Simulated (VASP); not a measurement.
A run of VASP 6.6.1:

INCAR

```
PREC = Accurate ; ENCUT = 520
EDIFF = 1E-6 ; ISMEAR = 0
SIGMA = 0.05 ; LREAL = False
LASPH = True ; NELM = 80
ALGO = Normal ; ISIF = 2
LWAVE = False ; LCHARG = False
GGA = PS ; NBANDS = 18
```

File KPOINTS:

```
Automatic mesh
0
Gamma
  12 12 6
```

Contents of POSCAR:

```
NiO2
1.0
    2.7134934025      0.0000000000      0.0000000000
   -1.3567467013      2.3499542196      0.0000000000
    0.0000000000      0.0000000000      5.2343287735
Ni O
1 2
Direct
    0.0000000000      0.0000000000      0.5000000000
    0.6666666667      0.3333333333      0.7379352920
    0.3333333333      0.6666666667      0.2620647080
```

Potentials or basis: VASP PAW PBE potentials, release 64 (Ni, O).

The run is started by

```sh
$ cat potpaw_PBE.64/Ni/POTCAR potpaw_PBE.64/O/POTCAR > POTCAR
$ mpirun -np 1 vasp_std > vasp.out
```

Hardware: 1 thread of Intel(R) Xeon(R) Platinum 8375C CPU @ 2.90GHz (Ice Lake), with other jobs on the host.

Task: How long does it take, and how much memory?

Result: Run time: 79 s on 1 thread of Intel(R) Xeon(R) Platinum 8375C CPU @ 2.90GHz (Ice Lake), on a shared host, peak memory 0.18 GiB. Counts: scf iterations 17, k points 100.
